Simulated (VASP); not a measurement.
The system is HfO2.

```
Hf O
1.0
     5.18443    0.00000    0.00000
     0.00000    4.97117    0.00000
     0.00000    0.00000    4.99891
Hf O
4 8
Direct
  0.96699 0.73252 0.74144
  0.53301 0.73252 0.24144
  0.46699 0.26748 0.74144
  0.03301 0.26748 0.24144
  0.63213 0.92865 0.87927
  0.86787 0.92865 0.37927
  0.23395 0.53988 0.49229
  0.26605 0.53988 0.99229
  0.76605 0.46012 0.99229
  0.73395 0.46012 0.49229
  0.13213 0.07135 0.87927
  0.36787 0.07135 0.37927
```

Program: VASP 6.6.1. Alike in all runs: task single point; no spin polarisation; cell as given; k mesh 5 × 6 × 5; cutoff (eV) 520; smearing fermi-dirac 0.05 eV.

Question: Order these runs on this cell by their pressure, lowest first.
A. level r2SCAN; potentials or basis VASP PAW PBE potentials, release 64 (Hf_pv, O)
B. level RPBE; potentials or basis VASP PAW PBE potentials, release 64 (Hf_pv, O)
C. level LDA; potentials or basis VASP PAW LDA potentials, release 64 (Hf_pv, O)
D. level BLYP+D3(BJ); potentials or basis VASP PAW PBE potentials, release 64 (Hf_pv, O)

Answer: C (-2.2 GPa), A (6.1 GPa), D (11.4 GPa), B (17.3 GPa).

Caveats: the PAW data sets were made with another functional, which shifts forces and pressure a little (some runs).
